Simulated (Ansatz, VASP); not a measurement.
## PbS, level by level in two programs

```
CELL_PARAMETERS angstrom
0.00000 2.92567 2.92567
2.92567 0.00000 2.92567
2.92567 2.92567 0.00000
ATOMIC_POSITIONS crystal
Pb 0.00000 0.00000 0.00000
S 0.50000 0.50000 0.50000
```

Single points on this cell with VASP 6.6.1 and Ansatz 0.2.0. Each row is one pair of runs.

| level | spin | k mesh | smearing | VASP's potentials, cutoff | Ansatz's potentials, cutoff | gap on the k mesh at the Fermi level (eV), VASP | gap on the k mesh at the Fermi level (eV), Ansatz | least direct gap on the mesh (eV), VASP | least direct gap on the mesh (eV), Ansatz | pressure (GPa), VASP | pressure (GPa), Ansatz |
| --- | --- | --- | --- | --- | --- | --- | --- | --- | --- | --- | --- |
| HF | off | 4 × 4 × 4 | fermi-dirac, width 0.05 eV | VASP PAW PBE potentials, release 64 (Pb_d, S), 520 eV | Ansatz PAW, 420 eV | 5.26 | 5.07 | 5.26 | 5.07 | 11.1 | 11.9 |
| RPBE | off | 8 × 8 × 8 | fermi-dirac, width 0.05 eV | VASP PAW PBE potentials, release 64 (Pb_d, S), 520 eV | Ansatz PAW, 420 eV | 0.30 | 0.29 | 0.30 | 0.29 | 6.9 | 7.1 |
| revPBE+D3(BJ) | off | 8 × 8 × 8 | fermi-dirac, width 0.05 eV | VASP PAW PBE potentials, release 64 (Pb_d, S), 520 eV | Ansatz PAW, 420 eV | 0.27 | 0.26 | 0.27 | 0.26 | 1.9 | 2.0 |
| BLYP+D4 | off | 8 × 8 × 8 | fermi-dirac, width 0.05 eV | VASP PAW PBE potentials, release 64 (Pb_d, S), 520 eV | Ansatz PAW, 420 eV | 0.33 | 0.35 | 0.33 | 0.35 | 4.7 | 4.6 |
| LDA | off | 8 × 8 × 8 | fermi-dirac, width 0.05 eV | VASP PAW LDA potentials, release 64 (Pb_d, S), 520 eV | JTH PAW LDA, 1800 eV | 0.05 | 0.08 | 0.05 | 0.08 | -0.2 | -0.2 |
| PBE | collinear, typed start | 8 × 8 × 8 | gaussian, width 0.02 eV | VASP PAW PBE potentials, release 64 (Pb_d, S), 520 eV | Ansatz PAW, 420 eV | 0.20 | 0.20 | 0.20 | 0.20 | 4.9 | 5.0 |

Gap on the k mesh at the fermi level (eV): the two programs differ by at most 0.187; least direct gap on the mesh (eV): the two programs differ by at most 0.187; pressure (GPa): the two programs differ by at most 0.85.

The k mesh is coarse in some rows, so the values compare programs but aren't converged. Spin-orbit coupling is off throughout.
